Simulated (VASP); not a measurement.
# Co (P6_3/mmc) in VASP: further runs, part 2 of 2

VASP 6.6.1. Earlier steps stand in the parts before.

### Step 4. Single point, PBE

This run uses another cell than the first one, of 10.37 Å³/atom, 1.087 times its volume.

INCAR reads:

```
PREC = Accurate
ENCUT = 520
EDIFF = 1E-6
ISMEAR = -1
SIGMA = 0.1
LREAL = F
LASPH = T
NELM = 100
ALGO = Normal
ISIF = 2
LWAVE = F
LCHARG = T
GGA = PE
LELF = T
LVHAR = T
NBANDS = 16
```

KPOINTS reads:

```
Automatic mesh
0
Gamma
  24 24 13
```

POSCAR reads:

```
Co
1.0
    2.4583938885      0.0000000000      0.0000000000
   -1.2291969442      2.1290315600      0.0000000000
    0.0000000000      0.0000000000      3.9606905031
Co
2
Direct
    0.3333333333      0.6666666667      0.2500000000
    0.6666666667      0.3333333333      0.7500000000
```

Potentials or basis: VASP PAW PBE potentials, release 64 (Co).

The run is started by

```
> cat potpaw_PBE.64/Co/POTCAR > POTCAR
> mpirun -np 1 vasp_std > vasp.out
```

OUTCAR:

```text
PREC = Accurate
   ENCUT = 520
   EDIFF = 1E-6
   ISMEAR = -1
   LREAL = F
   LASPH = T
   NELM = 100
   ISIF = 2
   GGA = PE

 ion  position               nearest neighbor table
   1  0.333  0.667  0.250-   2 2.44   2 2.44   2 2.44   2 2.44   2 2.44   2 2.44
   2  0.667  0.333  0.750-   1 2.44   1 2.44   1 2.44   1 2.44   1 2.44   1 2.44

  LATTYP: Found a hexagonal cell.
 ALAT       =     2.4583938885
 C/A-ratio  =     1.6110886549

  Lattice vectors:

 A1 = (   2.4583938885,   0.0000000000,   0.0000000000)
 A2 = (  -1.2291969442,   2.1290315600,   0.0000000000)
 A3 = (   0.0000000000,   0.0000000000,   3.9606905031)

Analysis of symmetry for initial positions (statically):
=====================================================================
 Subroutine PRICEL returns:
 Original cell was already a primitive cell.

 Routine SETGRP: Setting up the symmetry group for a
 hexagonal supercell.

 Subroutine GETGRP returns: Found 24 space group operations
 (whereof 12 operations were pure point group operations)
 out of a pool of 24 trial point group operations.

The static configuration has the point symmetry D_3d.
 The point group associated with its full space group is D_6h.

Analysis of symmetry for dynamics (positions and initial velocities):
=====================================================================
 Subroutine PRICEL returns:
 Original cell was already a primitive cell.

 Routine SETGRP: Setting up the symmetry group for a
 hexagonal supercell.

 Subroutine GETGRP returns: Found 24 space group operations
 (whereof 12 operations were pure point group operations)
 out of a pool of 24 trial point group operations.

The dynamic configuration has the point symmetry D_3d.
 The point group associated with its full space group is D_6h.

[... 106 lines left out ...]
   POTIM  = 0.5000    time-step for ionic-motion
   TEBEG  =    0.0;   TEEND  =   0.0 temperature during run
   PSTRESS=    0.0 pullay stress
   NELECT =      18.0000    total number of electrons
   NUPDOWN=      -1.0000    fix difference up-down
   EMIN   =  10.00;   EMAX   =-10.00  energy-range for DOS
   EFERMI =   0.00;   METHOD = LEGACY
   ISMEAR =    -1;   SIGMA  =   0.10  broadening in eV -4-tet -1-fermi 0-gaus
   EFERMI_NEDOS =   21; number of points for ismear=-14 and -15
   IALGO  =     38    algorithm
   IMIX   =      4    mixing-type and parameters
     AMIX     =   0.40;   BMIX     =  1.00
     AMIX_MAG =   1.60;   BMIX_MAG =  1.00
  volume/ion in A,a.u.               =      10.37        69.95
  Fermi-wavevector in a.u.,A,eV,Ry     =   1.561820  2.951411 33.188421  2.439280
  Thomas-Fermi vector in A             =   2.664829
   LORBIT       =      0    0 simple, 1 ext, 2 COOP (PROOUT), +10 PAW based schemes
   GGA     = PE    functional components
   LHFCALC =     F    Hartree Fock is set to
   AEXX    =    0.0000 exact exchange contribution
   IVDW    =     0    specifies the selected vdW correction
   LEPSILON=     F    determine dielectric tensor
   LRPA    =     F    only Hartree local field effects (RPA)
 non-spin polarized calculation
  energy-cutoff  :      520.00
  volume of cell :       20.73
 maximum number of plane-waves:       578
   NGX =  9   NGY =  9   NGZ = 15

 number of electron      17.9999975 magnetization

 Free energy of the ion-electron system (eV)
  ---------------------------------------------------
  ext. energy  EPLUGINS =         0.00000000
  ---------------------------------------------------
  free energy    TOTEN  =       -13.73049948 eV

  energy without entropy =      -13.55032471  energy(sigma->0) =      -13.64041209

 E-fermi :  10.8536     XC(G=0): -13.6921

 val. band max:       10.8535652632   @ k =   0.1667   0.0833   0.3846
 cond. band min:      10.8554059193   @ k =   0.2917   0.2083   0.1538
 fundamental gap:      0.0018406561
 Fermi energy:        10.8536192800

 k-point     1 :       0.0000    0.0000    0.0000
  band No.  band energies     occupation
      1       1.7300      2.00000
      2       5.9919      2.00000
      3       8.9612      2.00000
      4       8.9824      2.00000
      5       8.9824      2.00000
      6       9.3472      2.00000
[... 433 lines left out ...]
      3       6.8050      2.00000
      4       8.5676      2.00000
      5       8.7764      2.00000
      6       9.0004      2.00000
[... 8 lines left out ...]
     15      24.4689      0.00000
     16      25.4903      0.00000

 [... further k-points ...]
[... 5 lines left out ...]
  --------------------------------------------------------------------------------------
  -------------------------------------------------------------------------------------
  Total       -0.0648698     -0.0648698     -0.0772881     -0.0000000      0.0000000      0.0000000
  in kB       -5.0135893     -5.0135893     -5.9733571     -0.0000000      0.0000000      0.0000000
  external PRESSURE =      -5.3335119 kB  Pullay stress =       0.0000000 kB

 VOLUME and BASIS-vectors are now :
 -----------------------------------------------------------------------------
  energy-cutoff  :      520.00
  volume of cell :       20.73
      direct lattice vectors                 reciprocal lattice vectors
     2.458393888  0.000000000  0.000000000     0.406769641  0.234848562  0.000000000
    -1.229196944  2.129031560  0.000000000     0.000000000  0.469697124  0.000000000
     0.000000000  0.000000000  3.960690503     0.000000000  0.000000000  0.252481228

 POSITION                                       TOTAL-FORCE (eV/Angst)
 -----------------------------------------------------------------------------------
     -0.00000      1.41935      0.99017         0.000000     -0.000000      0.000000
      1.22920      0.70968      2.97052         0.000000      0.000000      0.000000
 -----------------------------------------------------------------------------------
    total drift:                               -0.000000     -0.000000     -0.000000

  FREE ENERGIE OF THE ION-ELECTRON SYSTEM (eV)
  ---------------------------------------------------
  free  energy   TOTEN  =       -13.7304994770 eV

  energy  without entropy=      -13.5503247052  energy(sigma->0) =      -13.64041209
```

It took 40 s on 1 thread of Intel Xeon 6975P-C (Granite Rapids), shared host; peak memory 0.23 GiB.

What came out:

- Free energy: -13.7305 eV
- Pressure: -0.5 GPa
- Band gap on the k mesh: zero (band 9 reaches 11.23 eV, above the bottom of band 10 at 9.70 eV)

Caveat: the run has no spin polarisation, though such a crystal can be magnetic. Spin polarisation is off, so any magnetic state and its effect on volume and gap are missing.

### Step 5. Single point, PBE

This run uses another cell than the first one, of 10.37 Å³/atom, 1.087 times its volume.

INCAR reads:

```
SYSTEM = Co
PREC     = Accurate       ! precision mode
ENCUT    = 520            ! plane-wave cutoff, eV
EDIFF    = 1E-6           ! SCF threshold, eV
ISMEAR   = -1             ! smearing method
SIGMA    = 0.1            ! smearing width, eV
LREAL    = .FALSE.        ! projectors in reciprocal space
LASPH    = .TRUE.         ! aspherical terms in the spheres
NELM     = 60             ! most SCF steps
ALGO     = Normal         ! electronic algorithm
ISIF     = 2              ! what is computed and relaxed
LWAVE    = .FALSE.        ! write WAVECAR
LCHARG   = .FALSE.        ! write CHGCAR
GGA      = PE             ! functional
NBANDS   = 16             ! bands
```

KPOINTS reads:

```
regular mesh
0
G
  24 24 13
  0 0 0
```

POSCAR is that of step 4.

The run is started by

```
> cat potpaw_PBE.64/Co/POTCAR > POTCAR
> mpirun -np 1 vasp_std > vasp.out
```

Run time: 40 s. Hardware: 1 thread of Intel Xeon 6975P-C (Granite Rapids), shared host; peak memory 0.22 GiB.

It converged, with:

| Item | Value |
| --- | --- |
| Free energy | -13.7305 eV |
| Pressure | -0.5 GPa |
| Band gap on the k mesh | zero (band 9 reaches 11.23 eV, above the bottom of band 10 at 9.70 eV) |

Stress tensor (GPa, compression positive):
```
-0.50  0.00  0.00
 0.00 -0.50  0.00
 0.00  0.00 -0.60
```

Levels at points of the mesh, in eV from the Fermi level:
```
           k point  band 5  band 6  band 7  band 8  band 9  band 10  band 11  band 12  band 13  band 14
(0.00, 0.00, 0.00)   -1.87   -1.51   -1.51   -1.13   -1.13    -0.03     0.11     0.11     7.31    22.25
(0.50, 0.00, 0.00)   -2.07   -1.85   -1.46    0.25    0.38     0.43     1.98     4.01    10.31    11.02
```

Caveat: the run has no spin polarisation, though such a crystal can be magnetic. Spin polarisation is off, so any magnetic state and its effect on volume and gap are missing.

### Step 6. Summary

| cell | gap on the mesh (eV) | pressure (GPa) |
| --- | --- | --- |
| a = 2.391, b = 2.391, c = 3.852 Å, angles 90.0, 90.0, 120.0°, 2 atoms | none | 24.4 |
| a = 2.425, b = 2.425, c = 3.907 Å, angles 90.0, 90.0, 120.0°, 2 atoms | none | 10.5 |
| a = 2.458, b = 2.458, c = 3.961 Å, angles 90.0, 90.0, 120.0°, 2 atoms | none | -0.5 |

Alike in all rows: task single point; level PBE; potentials or basis VASP PAW PBE potentials, release 64 (Co); no spin polarisation; k mesh 24 × 24 × 13; cutoff (eV) 520; smearing fermi-dirac 0.1 eV.

Caveats: the run has no spin polarisation, though such a crystal can be magnetic.

Absolute energies hang on the potentials; compare differences alone.
